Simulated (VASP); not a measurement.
P:

```
P
1.0
     0.00000    1.94000    1.94000
     1.94000    0.00000    1.94000
     1.94000    1.94000    0.00000
P
1
Direct
  0.00000 0.00000 0.00000
```

This isn't the form of P at room conditions, which is orthorhombic.

```yaml
Program: VASP 6.6.1
Task: relaxation of cell and atoms
Functional: LDA
Potentials_or_basis: VASP PAW LDA potentials, release 64 (P)
Cutoff: 500 eV
k_mesh: 11 × 11 × 11
Occupations: gaussian, width 0.05 eV
Spin: no spin polarisation
```

At the start: pressure -4.5 GPa; volume 14.60 Å³/atom.

Question: Where does the relaxation end?

Answer: Over 3 steps the energy falls by 10.1 meV/atom and the volume is 13.92 Å³/atom (-4.7 %); space group Fm-3m (No. 225, to 0.1 Å) before and after.

Step by step:
| step | energy change (eV) | largest force (eV/Å) | pressure (GPa) | volume (Å³) |
| --- | --- | --- | --- | --- |
| 1 | 0.0000 | 0.0000 | -4.47 | 14.60 |
| 2 | -0.0094 | 0.0000 | 1.31 | 13.76 |
| 3 | -0.0101 | 0.0000 | 0.06 | 13.92 |

Final structure:
```
CELL_PARAMETERS angstrom
0.00000 1.90934 1.90934
1.90934 0.00000 1.90934
1.90934 1.90934 0.00000
ATOMIC_POSITIONS crystal
P 0.00000 0.00000 0.00000
```
